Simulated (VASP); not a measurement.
# TiN (rocksalt type) (Fm-3m) in VASP: further runs, part 2 of 2

VASP 6.6.1.

## 3. Single point, PBEsol (volume scaled by 0.88)

Contents of INCAR:

```
  ALGO = Normal
  EDIFF = 1E-7
  ENCUT = 520
  GGA = PS
  ISIF = 2
  ISMEAR = -1
  LASPH = T
  LCHARG = T
  LELF = T
  LREAL = F
  LVHAR = T
  LWAVE = F
  NBANDS = 16
  NELM = 80
  PREC = Accurate
  SIGMA = 0.1
```

Contents of KPOINTS:

```
k-points
0
Gamma
  17 17 17
```

Contents of POSCAR:

```
TiN
1.0
    0.0000000000      2.0145737506      2.0145737506
    2.0145737506      0.0000000000      2.0145737506
    2.0145737506      2.0145737506      0.0000000000
Ti N
1 1
Direct
    0.0000000000      0.0000000000      0.0000000000
    0.5000000000      0.5000000000      0.5000000000
```

Potentials or basis: VASP PAW PBE potentials, release 64 (Ti_sv, N).

The run is started by

```console
$ cat potpaw_PBE.64/Ti_sv/POTCAR potpaw_PBE.64/N/POTCAR > POTCAR
$ mpirun -np 1 vasp_std > vasp.out
```

Run time: 56 s. Hardware: 1 thread of Intel Xeon Platinum 8259CL at 2.50GHz (Skylake/Cascade Lake), shared host; peak memory 0.17 GiB.

Results (log left out):

* Free energy: -20.4720 eV
* Pressure: 50.7 GPa

Levels at points of the mesh, in eV from the Fermi level:
| k point | band 5 | band 6 | band 7 | band 8 | band 9 | band 10 | band 11 | band 12 | band 13 | band 14 |
| --- | --- | --- | --- | --- | --- | --- | --- | --- | --- | --- |
| (0.00, 0.00, 0.00) | -17.96 | -2.20 | -2.20 | -2.20 | -0.79 | -0.79 | -0.79 | 0.73 | 0.73 | 7.31 |

Caveat: the PAW data sets were made with another functional, which shifts forces and pressure a little.

## 4. Single point, PBEsol (volume scaled by 0.88)

Contents of INCAR:

```
SYSTEM = TiN
PREC     = Accurate       ! precision mode
ENCUT    = 520            ! plane-wave cutoff, eV
EDIFF    = 1E-6           ! SCF threshold, eV
ISMEAR   = -1             ! smearing method
SIGMA    = 0.1            ! smearing width, eV
LREAL    = .FALSE.        ! projectors in reciprocal space
LASPH    = .TRUE.         ! aspherical terms in the spheres
NELM     = 100            ! most SCF steps
ALGO     = Normal         ! electronic algorithm
ISIF     = 2              ! what is computed and relaxed
LWAVE    = .FALSE.        ! write WAVECAR
LCHARG   = .FALSE.        ! write CHGCAR
GGA      = PS             ! functional
NBANDS   = 16             ! bands
```

Contents of KPOINTS:

```
regular mesh
0
G
  17 17 17
  0 0 0
```

POSCAR is that of step 3.

Potentials or basis: VASP PAW PBE potentials, release 64 (Ti_sv, N).

The run is started by

```console
$ cat potpaw_PBE.64/Ti_sv/POTCAR potpaw_PBE.64/N/POTCAR > POTCAR
$ mpirun -np 1 vasp_std > vasp.out
```

OUTCAR:

```text
SYSTEM = TiN
   PREC = Accurate
   ENCUT = 520
   EDIFF = 1E-6
   ISMEAR = -1
   LREAL = .FALSE.
   LASPH = .TRUE.
   NELM = 100
   ISIF = 2
   GGA = PS

 ion  position               nearest neighbor table
   1  0.000  0.000  0.000-   2 2.01   2 2.01   2 2.01   2 2.01   2 2.01   2 2.01
   2  0.500  0.500  0.500-   1 2.01   1 2.01   1 2.01   1 2.01   1 2.01   1 2.01

  LATTYP: Found a face centered cubic cell.
 ALAT       =     4.0291475012

  Lattice vectors:

[... 641 lines left out ...]
 [... further k-points ...]

------------------------ aborting loop because EDIFF is reached ----------------------------------------

  FORCE on cell =-STRESS in cart. coord.  units (eV):
  Direction    XX          YY          ZZ          XY          YZ          ZX
  --------------------------------------------------------------------------------------
  -------------------------------------------------------------------------------------
  Total        5.1721807      5.1721807      5.1721807      0.0000000      0.0000000      0.0000000
  in kB      506.7628380    506.7628380    506.7628380      0.0000000      0.0000000      0.0000000
  external PRESSURE =     506.7628380 kB  Pullay stress =       0.0000000 kB

 VOLUME and BASIS-vectors are now :
 -----------------------------------------------------------------------------
  energy-cutoff  :      520.00
  volume of cell :       16.35
      direct lattice vectors                 reciprocal lattice vectors
     0.000000000  2.014573751  2.014573751    -0.248191460  0.248191460  0.248191460
     2.014573751  0.000000000  2.014573751     0.248191460 -0.248191460  0.248191460
     2.014573751  2.014573751  0.000000000     0.248191460  0.248191460 -0.248191460

 POSITION                                       TOTAL-FORCE (eV/Angst)
 -----------------------------------------------------------------------------------
      0.00000      0.00000      0.00000         0.000000      0.000000     -0.000000
      2.01457      2.01457      2.01457        -0.000000     -0.000000      0.000000
 -----------------------------------------------------------------------------------
    total drift:                                0.000000     -0.000000     -0.000000

  FREE ENERGIE OF THE ION-ELECTRON SYSTEM (eV)
  ---------------------------------------------------
  free  energy   TOTEN  =       -20.4720079323 eV

  energy  without entropy=      -20.4500282595  energy(sigma->0) =      -20.46101810
```

OSZICAR:

```text
N       E                     dE             d eps       ncg     rms          rms(c)
DAV:   1     0.129319479314E+03    0.12932E+03   -0.82223E+03  5296   0.129E+03
DAV:   2    -0.182398518135E+02   -0.14756E+03   -0.13855E+03  5808   0.351E+02
DAV:   3    -0.250921650983E+02   -0.68523E+01   -0.68002E+01  6704   0.791E+01
DAV:   4    -0.252467253622E+02   -0.15456E+00   -0.15443E+00  6328   0.111E+01
DAV:   5    -0.252501982543E+02   -0.34729E-02   -0.34728E-02  6256   0.146E+00    0.231E+01
DAV:   6    -0.206641222359E+02    0.45861E+01   -0.10988E+01  7024   0.562E+01    0.800E+00
DAV:   7    -0.204845475936E+02    0.17957E+00   -0.11113E+00  6048   0.137E+01    0.674E+00
DAV:   8    -0.205435716658E+02   -0.59024E-01   -0.47794E-01  8264   0.998E+00    0.518E+00
DAV:   9    -0.204770479146E+02    0.66524E-01   -0.87080E-02  6800   0.496E+00    0.151E+00
DAV:  10    -0.204735034169E+02    0.35445E-02   -0.25043E-02  6416   0.199E+00    0.316E-01
DAV:  11    -0.204720087867E+02    0.14946E-02   -0.37581E-03  5432   0.589E-01    0.120E-01
DAV:  12    -0.204720217545E+02   -0.12968E-04   -0.32059E-04  6048   0.220E-01    0.598E-02
DAV:  13    -0.204720131062E+02    0.86484E-05   -0.97327E-05  6192   0.170E-01    0.196E-02
DAV:  14    -0.204720080006E+02    0.51056E-05   -0.93321E-06  6832   0.488E-02    0.723E-03
DAV:  15    -0.204720079323E+02    0.68223E-07   -0.92681E-07  4184   0.946E-03
   1 F= -.20472008E+02 E0= -.20461018E+02  d E =-.219797E-01
```

It took 56 s on 1 thread of Intel Xeon Platinum 8259CL at 2.50GHz (Skylake/Cascade Lake), shared host; peak memory 0.17 GiB.

What came out:

```
Free energy : -20.4720 eV
Pressure    : 50.7 GPa
```

Caveat: the PAW data sets were made with another functional, which shifts forces and pressure a little.

## 5. Single point, PBEsol (volume scaled by 0.94)

Contents of INCAR:

```
SYSTEM = TiN
  PREC = Accurate
  ENCUT = 520
  EDIFF = 1E-7
  ISMEAR = -1
  SIGMA = 0.1
  LREAL = .False.
  LASPH = .True.
  NELM = 60
  ALGO = Normal
  ISIF = 2
  LWAVE = .False.
  LCHARG = .False.
  GGA = PS
  NBANDS = 16
```

Contents of KPOINTS:

```
Automatic mesh
0
Gamma
  17 17 17
  0 0 0
```

Contents of POSCAR:

```
TiN
1.0
    0.0000000000      2.0593566416      2.0593566416
    2.0593566416      0.0000000000      2.0593566416
    2.0593566416      2.0593566416      0.0000000000
Ti N
1 1
Direct
    0.0000000000      0.0000000000      0.0000000000
    0.5000000000      0.5000000000      0.5000000000
```

The run is started by

```console
$ cat potpaw_PBE.64/Ti_sv/POTCAR potpaw_PBE.64/N/POTCAR > POTCAR
$ mpirun -np 1 vasp_std > vasp.out
```

Wall time 73 s (1 thread of Intel Xeon Platinum 8259CL at 2.50GHz (Skylake/Cascade Lake), shared host); peak memory 0.17 GiB.

The run converged. Its results:

```yaml
Free_energy: -20.7196 eV
Pressure: 21.6 GPa
```

Levels at points of the mesh, in eV from the Fermi level:
```tsv
k point	band 5	band 6	band 7	band 8	band 9	band 10	band 11	band 12	band 13	band 14
(0.00, 0.00, 0.00)	-17.57	-2.12	-2.12	-2.12	-0.71	-0.71	-0.71	0.66	0.66	6.45
```

Caveat: the PAW data sets were made with another functional, which shifts forces and pressure a little.

## 6. Single point, PBEsol (volume scaled by 0.94)

Contents of INCAR:

```
ALGO     = Normal         # electronic algorithm
EDIFF    = 1E-6           # SCF threshold, eV
ENCUT    = 520            # plane-wave cutoff, eV
GGA      = PS             # functional
ISIF     = 2              # what is computed and relaxed
ISMEAR   = -1             # smearing method
LASPH    = True           # aspherical terms in the spheres
LCHARG   = False          # write CHGCAR
LREAL    = False          # projectors in reciprocal space
LWAVE    = False          # write WAVECAR
NBANDS   = 16             # bands
NELM     = 80             # most SCF steps
PREC     = Accurate       # precision mode
SIGMA    = 0.1            # smearing width, eV
```

Contents of KPOINTS:

```
k-points
0
Gamma
  17 17 17
```

POSCAR is that of step 5.

Potentials or basis: VASP PAW PBE potentials, release 64 (Ti_sv, N).

The run is started by

```console
$ cat potpaw_PBE.64/Ti_sv/POTCAR potpaw_PBE.64/N/POTCAR > POTCAR
$ mpirun -np 1 vasp_std > vasp.out
```

Wall time 49 s (1 thread of Intel Xeon Platinum 8259CL at 2.50GHz (Skylake/Cascade Lake), shared host); peak memory 0.17 GiB.

The run converged. Its results:

| Property | Result |
| --- | --- |
| Free energy | -20.7196 eV |
| Pressure | 21.6 GPa |

Levels at points of the mesh, in eV from the Fermi level:
| k point | band 6 | band 7 | band 8 | band 9 | band 10 | band 11 | band 12 | band 13 |
| --- | --- | --- | --- | --- | --- | --- | --- | --- |
| (0.00, 0.00, 0.00) | -2.12 | -2.12 | -2.12 | -0.71 | -0.71 | -0.71 | 0.66 | 0.66 |

Caveat: the PAW data sets were made with another functional, which shifts forces and pressure a little.

## 7. Overview

```tsv
cell	gap on the mesh (eV)	pressure (GPa)
a = 2.760 Å, angles 60.0°, 2 atoms	none	107.3
a = 2.849 Å, angles 60.0°, 2 atoms	none	50.7
a = 2.912 Å, angles 60.0°, 2 atoms	none	21.6
```

Alike in all rows: task single point; level PBEsol; potentials or basis VASP PAW PBE potentials, release 64 (Ti_sv, N); no spin polarisation; k mesh 17 × 17 × 17; cutoff (eV) 520; smearing fermi-dirac 0.1 eV.

Caveats: the PAW data sets were made with another functional, which shifts forces and pressure a little.

Total energies depend on the potentials used, so only differences within one code and one set of settings carry meaning.
